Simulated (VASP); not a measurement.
# Bi: single point with PBEsol

Bi:

```xyz
3
Lattice="5.8437 0.0000 0.0000 -2.9218 5.0608 0.0000 0.0000 0.0000 3.4513" Properties=species:S:1:pos:R:3 pbc="T T T"
Bi   -2.9218    5.0608    0.0000
Bi    0.0000    3.3739    1.7256
Bi    2.9218    1.6869    1.7256
```

This isn't the form of Bi at room conditions, which is rhombohedral.

* Program: VASP 6.6.1
* Task: single point
* Functional: PBEsol
* Potentials or basis: VASP PAW PBE potentials, release 64 (Bi_d)
* Cutoff: 520 eV
* k mesh: 7 × 7 × 11
* Occupations: fermi-dirac, width 0.1 eV
* Spin: no spin polarisation
* Dipole correction: no
* Further INCAR settings: ALGO = Normal; EDIFF = 1e-07; NBANDS = 30

```json
{
 "Pressure": "-5.0 GPa",
 "Band gap on the k mesh": "zero (an odd number of electrons rules out a gap without spin polarisation)"
}
```

Stress tensor (GPa, compression positive):
```
-5.13  0.00  0.00
 0.00 -5.13  0.00
 0.00  0.00 -4.85
```

Levels at points of the mesh, in eV from the Fermi level:
| k point | band 18 | band 19 | band 20 | band 21 | band 22 | band 23 | band 24 | band 25 | band 26 | band 27 |
| --- | --- | --- | --- | --- | --- | --- | --- | --- | --- | --- |
| (0.00, 0.00, 0.00) | -9.96 | -3.14 | -3.14 | -2.92 | -2.92 | 1.61 | 4.40 | 4.40 | 4.87 | 4.90 |

Wall time 54 s on 1 thread of Intel(R) Xeon(R) 6975P-C (Granite Rapids), with other jobs on the host, peak memory 0.29 GiB.

Caveat: the cell stands under tension; the PAW data sets were made with another functional, which shifts forces and pressure a little; spin-orbit coupling is left out, which moves the levels of the heavy elements.
